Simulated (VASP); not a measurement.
# CdS (I-4m2) in VASP: notebook

The runs below take CdS through single point, with PBE.

Everything below comes from runs of VASP 6.6.1. Logs are shortened: lines on timing, memory, paths and dates and some standing lists are left out, and cuts for length are marked.

## (1) The cell of the first run

The structure is tetragonal, space group I-4m2 (No. 119). The conventional cell has a = 4.157 Å, b = 4.157 Å, c = 6.114 Å, α = 90.00°, β = 90.00°, γ = 90.00°. Cd (site symmetry -4m2) has 4 S at 2.58 Å within 3.4 Å. S (site symmetry -4m2) has 4 Cd at 2.58 Å within 3.4 Å.

## (2) Single point, PBE (uniaxial z strain +4.0%)

Contents of INCAR:

```
SYSTEM = CdS
PREC = Accurate
ENCUT = 500
EDIFF = 1E-6
ISMEAR = 0
SIGMA = 0.01
LREAL = .FALSE.
LASPH = .TRUE.
NELM = 120
ALGO = Normal
ISIF = 2
LWAVE = .FALSE.
LCHARG = .FALSE.
GGA = PE
NBANDS = 16
GGA_COMPAT = .FALSE.
```

Contents of KPOINTS:

```
Automatic mesh
0
G
  4 4 4
  0 0 0
```

Contents of POSCAR:

```
CdS
1.0
    0.0000000000      2.9392148430      3.0567834368
    2.9392148430      0.0000000000      3.0567834368
    2.9392148430      2.9392148430      0.0000000000
Cd S
1 1
Direct
    0.0000000000      0.0000000000      0.0000000000
    0.2500000000      0.2500000000      0.2500000000
```

Potentials or basis: VASP PAW PBE potentials, release 64 (Cd, S).

Run with:

```bash
$ cat potpaw_PBE.64/Cd/POTCAR potpaw_PBE.64/S/POTCAR > POTCAR
$ mpirun -np 1 vasp_std > vasp.out
```

OUTCAR:

```text
SYSTEM = CdS
   PREC = Accurate
   ENCUT = 500
   EDIFF = 1E-6
   ISMEAR = 0
   LREAL = .FALSE.
   LASPH = .TRUE.
   NELM = 120
   ISIF = 2
   GGA = PE

 ion  position               nearest neighbor table
   1  0.000  0.000  0.000-   2 2.58   2 2.58   2 2.58   2 2.58
   2  0.250  0.250  0.250-   1 2.58   1 2.58   1 2.58   1 2.58

  LATTYP: Found a body centered tetragonal cell.
 ALAT       =     4.1566774937
 C/A-ratio  =     1.4707821049

  Lattice vectors:

 A1 = (  -2.9392148430,   0.0000000000,   3.0567834368)
 A2 = (   2.9392148430,   0.0000000000,   3.0567834368)
 A3 = (   0.0000000000,   2.9392148430,  -3.0567834368)

Analysis of symmetry for initial positions (statically):
=====================================================================
 Subroutine PRICEL returns:
 Original cell was already a primitive cell.

 Routine SETGRP: Setting up the symmetry group for a
 body centered tetragonal supercell.

 Subroutine GETGRP returns: Found  8 space group operations
 (whereof  8 operations were pure point group operations)
 out of a pool of 16 trial point group operations.

The static configuration has the point symmetry D_2d.

Analysis of symmetry for dynamics (positions and initial velocities):
=====================================================================
 Subroutine PRICEL returns:
 Original cell was already a primitive cell.

 Routine SETGRP: Setting up the symmetry group for a
 body centered tetragonal supercell.

 Subroutine GETGRP returns: Found  8 space group operations
 (whereof  8 operations were pure point group operations)
 out of a pool of 16 trial point group operations.

The dynamic configuration has the point symmetry D_2d.

 Subroutine INISYM returns: Found  8 space group operations
 (whereof  8 operations are pure point group operations),
 and found     1 'primitive' translations

----------------------------------------------------------------------------------------

                                     Primitive cell

  volume of cell :      52.8150

  direct lattice vectors                    reciprocal lattice vectors
     0.000000000  2.939214843  3.056783437    -0.170113458  0.170113458  0.163570632
     2.939214843  0.000000000  3.056783437     0.170113458 -0.170113458  0.163570632
     2.939214843  2.939214843  0.000000000     0.170113458  0.170113458 -0.163570632

  length of vectors
     4.240626000  4.240626000  4.156677494     0.290916704  0.290916704  0.290916704

  position of ions in fractional coordinates (direct lattice)
     0.000000000  0.000000000  0.000000000
     0.250000000  0.250000000  0.250000000

  ion indices of the primitive-cell ions
   primitive index   ion index
                 1           1
                 2           2

----------------------------------------------------------------------------------------

 KPOINTS: Automatic mesh

Automatic generation of k-mesh.
 Grid dimensions read from file:
 generate k-points for:    4    4    4

 Generating k-lattice:

  Cartesian coordinates                     Fractional coordinates (reciprocal lattice)
    -0.042528364  0.042528364  0.040892658     0.250000000 -0.000000000  0.000000000
     0.042528364 -0.042528364  0.040892658    -0.000000000  0.250000000  0.000000000
     0.042528364  0.042528364 -0.040892658     0.000000000  0.000000000  0.250000000

  Length of vectors
     0.072729176  0.072729176  0.072729176

  Shift w.r.t. Gamma in fractional coordinates (k-lattice)
     0.000000000  0.000000000  0.000000000

 Subroutine IBZKPT returns following result:
 ===========================================

 Found     13 irreducible k-points:

 Following reciprocal coordinates:
            Coordinates               Weight
  0.000000  0.000000  0.000000      1.000000
  0.250000  0.000000  0.000000      8.000000
  0.500000  0.000000  0.000000      4.000000
  0.250000  0.250000  0.000000      2.000000
  0.500000  0.250000  0.000000      8.000000
 -0.250000  0.250000  0.000000      4.000000
  0.500000  0.500000  0.000000      1.000000
  0.250000  0.000000  0.250000      4.000000
  0.500000  0.000000  0.250000     16.000000
 -0.250000 -0.000000  0.250000      8.000000
 -0.250000  0.500000  0.250000      4.000000
  0.500000  0.000000  0.500000      2.000000
 -0.250000  0.250000  0.500000      2.000000
   k-points           NKPTS =     13   k-points in BZ     NKDIM =     13   number of bands    NBANDS=     16
   number of dos      NEDOS =    301   number of ions     NIONS =      2
   total plane-waves  NPLWV =  30720
   dimension x,y,z NGX =    32 NGY =   32 NGZ =   30
   dimension x,y,z NGXF=    64 NGYF=   64 NGZF=   60
   ions per type =               1   1
   NGX,Y,Z   is equivalent  to a cutoff of  12.55, 12.55, 12.00 a.u.
   NGXF,Y,Z  is equivalent  to a cutoff of  25.09, 25.09, 24.00 a.u.
 SYSTEM =  CdS
   PREC   = accura    normal or accurate (medium, high low for compatibility)
   ISTART =      0    job   : 0-new  1-cont  2-samecut
   ICHARG =      2    charge: 1-file 2-atom 10-const
   ISPIN  =      1    spin polarized calculation?
   LNONCOLLINEAR =      F non collinear calculations
   LSORBIT =      F    spin-orbit coupling
   LASPH  =      T    aspherical Exc in radial PAW
   ENCUT  =  500.0 eV  36.75 Ry    6.06 a.u.   7.73  7.73  7.58*2*pi/ulx,y,z
   NELM   =    120;   NELMIN=  2; NELMDL= -5     # of ELM steps
   EDIFF  = 0.1E-05   stopping-criterion for ELM
   LREAL  =      F    real-space projection
   EDIFFG = 0.1E-04   stopping-criterion for IOM
   NSW    =      0    number of steps for IOM
   IBRION =     -1    ionic relax: 0-MD 1-quasi-New 2-CG
   NFREE  =      0    steps in history (QN), initial steepest desc. (CG)
   ISIF   =      2    stress and relaxation
   ISYM   =      2    0-nonsym 1-usesym 2-fastsym
   POTIM  = 0.5000    time-step for ionic-motion
   TEBEG  =    0.0;   TEEND  =   0.0 temperature during run
   PSTRESS=    0.0 pullay stress
   NELECT =      18.0000    total number of electrons
   NUPDOWN=      -1.0000    fix difference up-down
   EMIN   =  10.00;   EMAX   =-10.00  energy-range for DOS
   EFERMI =   0.00;   METHOD = LEGACY
   ISMEAR =     0;   SIGMA  =   0.01  broadening in eV -4-tet -1-fermi 0-gaus
   EFERMI_NEDOS =   21; number of points for ismear=-14 and -15
   IALGO  =     38    algorithm
   IMIX   =      4    mixing-type and parameters
     AMIX     =   0.40;   BMIX     =  1.00
     AMIX_MAG =   1.60;   BMIX_MAG =  1.00
  volume/ion in A,a.u.               =      26.41       178.21
  Fermi-wavevector in a.u.,A,eV,Ry     =   1.143527  2.160953 17.791724  1.307655
  Thomas-Fermi vector in A             =   2.280222
   LORBIT       =      0    0 simple, 1 ext, 2 COOP (PROOUT), +10 PAW based schemes
   GGA     = PE    functional components
   LHFCALC =     F    Hartree Fock is set to
   AEXX    =    0.0000 exact exchange contribution
   IVDW    =     0    specifies the selected vdW correction
   LEPSILON=     F    determine dielectric tensor
   LRPA    =     F    only Hartree local field effects (RPA)
 non-spin polarized calculation
 Gauss-broadening in eV      SIGMA  =   0.01
  energy-cutoff  :      500.00
  volume of cell :       52.82
 maximum number of plane-waves:      1379
 NGX is ok and might be reduce to    32
   NGX = 15   NGY = 15   NGZ = 15

 number of electron      17.9999997 magnetization

 Free energy of the ion-electron system (eV)
  ---------------------------------------------------
  ext. energy  EPLUGINS =         0.00000000
  ---------------------------------------------------
  free energy    TOTEN  =        -6.11261090 eV

  energy without entropy =       -6.11261090  energy(sigma->0) =       -6.11261090

 E-fermi :   0.9479     XC(G=0):  -8.8533

 val. band max:        0.8607326668   @ k =   0.0000   0.0000   0.0000
 cond. band min:       1.8151005457   @ k =   0.0000   0.0000   0.0000
 fundamental gap:      0.9543678788
 Fermi energy:         0.9479003504

 k-point     1 :       0.0000    0.0000    0.0000
  band No.  band energies     occupation
      1     -11.1785      2.00000
      2      -6.7388      2.00000
      3      -6.7155      2.00000
      4      -6.7155      2.00000
      5      -6.3334      2.00000
      6      -6.3233      2.00000
[... 8 lines left out ...]
     15      12.0338      0.00000
     16      12.4551      0.00000

 k-point     2 :       0.2500    0.0000    0.0000
  band No.  band energies     occupation
      1     -10.9928      2.00000
      2      -6.6730      2.00000
      3      -6.6548      2.00000
      4      -6.4992      2.00000
      5      -6.3247      2.00000
      6      -6.3227      2.00000
[... 8 lines left out ...]
     15      11.4768      0.00000
     16      12.0547      0.00000

 k-point     3 :       0.5000    0.0000    0.0000
  band No.  band energies     occupation
      1     -10.8076      2.00000
      2      -6.6342      2.00000
      3      -6.6113      2.00000
      4      -6.3046      2.00000
      5      -6.2900      2.00000
      6      -5.9997      2.00000
[... 8 lines left out ...]
     15      13.1156      0.00000
     16      13.2937      0.00000

 k-point     4 :       0.2500    0.2500    0.0000
  band No.  band energies     occupation
      1     -10.9412      2.00000
      2      -6.5838      2.00000
      3      -6.5838      2.00000
      4      -6.5617      2.00000
      5      -6.3553      2.00000
      6      -6.2924      2.00000
[... 8 lines left out ...]
     15      12.7998      0.00000
     16      15.1499      0.00000
[... 115 lines left out ...]
 k-point    11 :      -0.2500    0.5000    0.2500
  band No.  band energies     occupation
      1     -10.6977      2.00000
      2      -6.5285      2.00000
      3      -6.5084      2.00000
      4      -6.3624      2.00000
      5      -6.3165      2.00000
      6      -5.7997      2.00000
[... 8 lines left out ...]
     15      13.7688      0.00000
     16      13.8198      0.00000

 k-point    12 :       0.5000    0.0000    0.5000
  band No.  band energies     occupation
      1     -10.6868      2.00000
      2      -6.5391      2.00000
      3      -6.4551      2.00000
      4      -6.4166      2.00000
      5      -6.2552      2.00000
      6      -5.9160      2.00000
[... 8 lines left out ...]
     15      13.0108      0.00000
     16      13.9210      0.00000

 k-point    13 :      -0.2500    0.2500    0.5000
  band No.  band energies     occupation
      1     -10.6879      2.00000
      2      -6.5332      2.00000
      3      -6.5146      2.00000
      4      -6.3586      2.00000
      5      -6.3213      2.00000
      6      -5.7779      2.00000
[... 8 lines left out ...]
     15      13.7939      0.00000
     16      14.2162      0.00000

------------------------ aborting loop because EDIFF is reached ----------------------------------------

  FORCE on cell =-STRESS in cart. coord.  units (eV):
  Direction    XX          YY          ZZ          XY          YZ          ZX
  --------------------------------------------------------------------------------------
  -------------------------------------------------------------------------------------
  Total       -0.0403966     -0.0403966     -0.3252389      0.0000000      0.0000000      0.0000000
  in kB       -1.2254558     -1.2254558     -9.8663325      0.0000000      0.0000000      0.0000000
  external PRESSURE =      -4.1057481 kB  Pullay stress =       0.0000000 kB

 VOLUME and BASIS-vectors are now :
 -----------------------------------------------------------------------------
  energy-cutoff  :      500.00
  volume of cell :       52.82
      direct lattice vectors                 reciprocal lattice vectors
     0.000000000  2.939214843  3.056783437    -0.170113458  0.170113458  0.163570632
     2.939214843  0.000000000  3.056783437     0.170113458 -0.170113458  0.163570632
     2.939214843  2.939214843  0.000000000     0.170113458  0.170113458 -0.163570632

 POSITION                                       TOTAL-FORCE (eV/Angst)
 -----------------------------------------------------------------------------------
      0.00000      0.00000      0.00000        -0.000000     -0.000000      0.000000
      1.46961      1.46961      1.52839         0.000000      0.000000      0.000000
 -----------------------------------------------------------------------------------
    total drift:                               -0.000001     -0.000001      0.000002

  FREE ENERGIE OF THE ION-ELECTRON SYSTEM (eV)
  ---------------------------------------------------
  free  energy   TOTEN  =        -6.1126108969 eV

  energy  without entropy=       -6.1126108969  energy(sigma->0) =       -6.11261090
```

Wall time 5.9 s (1 thread of Intel Xeon 6975P-C (Granite Rapids), shared host); peak memory 0.17 GiB.

Results:

```yaml
Free_energy: -6.1126 eV
Pressure: -0.4 GPa
Band_gap_on_the_k_mesh: 0.95 eV
```

Stress tensor (GPa, compression positive):
```
-0.12  0.00  0.00
 0.00 -0.12  0.00
 0.00  0.00 -0.99
```

Caveat: the k points lie up to 0.46 Å⁻¹ apart; the cell differs from its parent crystal (uniaxial z strain +4.0%).

## (3) Single point, PBE (uniaxial z strain -3.0%)

Contents of INCAR:

```
PREC = Accurate
ENCUT = 500
EDIFF = 1E-6
ISMEAR = -1
SIGMA = 0.02
LREAL = F
LASPH = T
NELM = 120
ALGO = Normal
ISIF = 2
LWAVE = F
LCHARG = F
GGA = PE
NBANDS = 16
GGA_COMPAT = F
```

Contents of KPOINTS:

```
Automatic mesh
0
Gamma
  8 8 8
```

Contents of POSCAR:

```
CdS
1.0
    0.0000000000      2.9392148430      2.8510383978
    2.9392148430      0.0000000000      2.8510383978
    2.9392148430      2.9392148430      0.0000000000
Cd S
1 1
Direct
    0.0000000000      0.0000000000      0.0000000000
    0.2500000000      0.2500000000      0.2500000000
```

Potentials or basis: VASP PAW PBE potentials, release 64 (Cd, S).

Run with:

```bash
$ cat potpaw_PBE.64/Cd/POTCAR potpaw_PBE.64/S/POTCAR > POTCAR
$ mpirun -np 1 vasp_std > vasp.out
```

It took 20 s on 1 thread of Intel Xeon 6975P-C (Granite Rapids), shared host; peak memory 0.19 GiB.

Results (log left out):

| Quantity | Value |
| --- | --- |
| Free energy | -6.1121 eV |
| Pressure | 3.7 GPa |
| Band gap on the k mesh | 1.11 eV |

Stress tensor (GPa, compression positive):
```
3.52 0.00 0.00
0.00 3.52 0.00
0.00 0.00 3.96
```

Levels at points of the mesh, in eV from the valence-band top:
```tsv
k point	band 5	band 6	band 7	band 8	band 9	band 10	band 11	band 12	band 13	band 14
(0.00, 0.00, 0.00)	-7.33	-7.31	-0.09	-0.09	0.00	1.11	6.49	6.49	6.50	11.23
(0.50, 0.00, 0.00)	-7.28	-6.94	-4.50	-0.88	-0.76	2.96	6.84	7.08	7.45	11.04
(0.50, 0.50, 0.00)	-7.23	-6.83	-3.92	-2.04	-2.04	3.41	4.13	9.42	10.72	10.72
(0.50, 0.00, 0.50)	-7.23	-6.89	-4.10	-1.94	-1.89	3.52	4.39	9.10	10.61	10.94
```

Caveat: the cell differs from its parent crystal (uniaxial z strain -3.0%); the cell stands under pressure.

## (4) Single point, PBE (uniaxial z strain -2.0%)

Contents of INCAR:

```
PREC = Accurate ; ENCUT = 500
EDIFF = 1E-6 ; ISMEAR = -1
SIGMA = 0.02 ; LREAL = False
LASPH = True ; NELM = 120
ALGO = Normal ; ISIF = 2
LWAVE = False ; LCHARG = True
GGA = PE ; LELF = True
LVHAR = True ; NBANDS = 16
GGA_COMPAT = False
```

Contents of KPOINTS:

```
regular mesh
0
Gamma
  8 8 8
```

Contents of POSCAR:

```
CdS
1.0
    0.0000000000      2.9392148430      2.8804305462
    2.9392148430      0.0000000000      2.8804305462
    2.9392148430      2.9392148430      0.0000000000
Cd S
1 1
Direct
    0.0000000000      0.0000000000      0.0000000000
    0.2500000000      0.2500000000      0.2500000000
```

Run with:

```bash
$ cat potpaw_PBE.64/Cd/POTCAR potpaw_PBE.64/S/POTCAR > POTCAR
$ mpirun -np 1 vasp_std > vasp.out
```

Wall time 22 s (1 thread of Intel Xeon 6975P-C (Granite Rapids), shared host); peak memory 0.19 GiB.

Results (log left out):

```
Free energy            : -6.1235 eV
Pressure               : 3.0 GPa
Band gap on the k mesh : 1.10 eV
```

Stress tensor (GPa, compression positive):
```
2.87 0.00 0.00
0.00 2.87 0.00
0.00 0.00 3.19
```

Levels at points of the mesh, in eV from the valence-band top:
```csv
k point,band 5,band 6,band 7,band 8,band 9,band 10,band 11,band 12,band 13,band 14
"(0.00, 0.00, 0.00)",-7.28,-7.28,-0.06,-0.06,0.00,1.10,6.51,6.51,6.51,11.30
"(0.50, 0.00, 0.00)",-7.24,-6.90,-4.42,-0.82,-0.74,2.97,6.90,7.05,7.44,11.04
"(0.50, 0.50, 0.00)",-7.19,-6.81,-3.90,-1.96,-1.96,3.47,4.20,9.32,10.69,10.69
"(0.50, 0.00, 0.50)",-7.19,-6.85,-4.02,-1.90,-1.86,3.55,4.37,9.11,10.63,10.84
```

Caveat: the cell differs from its parent crystal (uniaxial z strain -2.0%).

## (5) The runs side by side

| cell | k mesh | smearing | gap on the mesh (eV) | pressure (GPa) |
| --- | --- | --- | --- | --- |
| a = 4.241, b = 4.241, c = 4.157 Å, angles 60.7, 60.7, 58.7°, 2 atoms | 4 × 4 × 4 | gaussian 0.01 eV | 0.95 | -0.4 |
| a = 4.095, b = 4.095, c = 4.157 Å, angles 59.5, 59.5, 61.0°, 2 atoms | 8 × 8 × 8 | fermi-dirac 0.02 eV | 1.11 | 3.7 |
| a = 4.115, b = 4.115, c = 4.157 Å, angles 59.7, 59.7, 60.7°, 2 atoms | 8 × 8 × 8 | fermi-dirac 0.02 eV | 1.10 | 3.0 |

Alike in all rows: task single point; level PBE; potentials or basis VASP PAW PBE potentials, release 64 (Cd, S); no spin polarisation; cutoff (eV) 500.

Caveats: some runs use coarse meshes; the cell stands under pressure (at least some runs).

Absolute energies hang on the potentials; compare differences alone.
